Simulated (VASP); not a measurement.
A run of VASP 6.6.1:

The input INCAR:

```
ALGO = Normal ; EDIFF = 1E-7
EDIFFG = -0.01 ; ENCUT = 600
GGA = PS ; IBRION = 2
ISIF = 3 ; ISMEAR = -1
LASPH = True ; LCHARG = False
LREAL = False ; LWAVE = False
NELM = 100 ; NSW = 60
PREC = Accurate ; PSTRESS = 50.0
SIGMA = 0.05
```

File KPOINTS:

```
k-points
0
Gamma
  12 12 12
```

The input POSCAR:

```
Pd
1.0
   -1.5722810000      1.5722810000      1.5722810000
    1.5722810000     -1.5722810000      1.5722810000
    1.5722810000      1.5722810000     -1.5722810000
Pd
1
Direct
    0.0000000000      0.0000000000      0.0000000000
```

Potentials or basis: VASP PAW PBE potentials, release 64 (Pd).

The run is started by

```sh
$ cat potpaw_PBE.64/Pd/POTCAR > POTCAR
$ mpirun -np 1 vasp_std > vasp.out
```

Hardware: 1 thread of Intel(R) Xeon(R) 6975P-C (Granite Rapids) (shared host).

Estimate the wall time of this run.

It took 18 s on 1 thread of Intel(R) Xeon(R) 6975P-C (Granite Rapids), with other jobs on the host, peak memory 0.15 GiB. Counts: scf iterations 50, k points 72, ion steps 7.
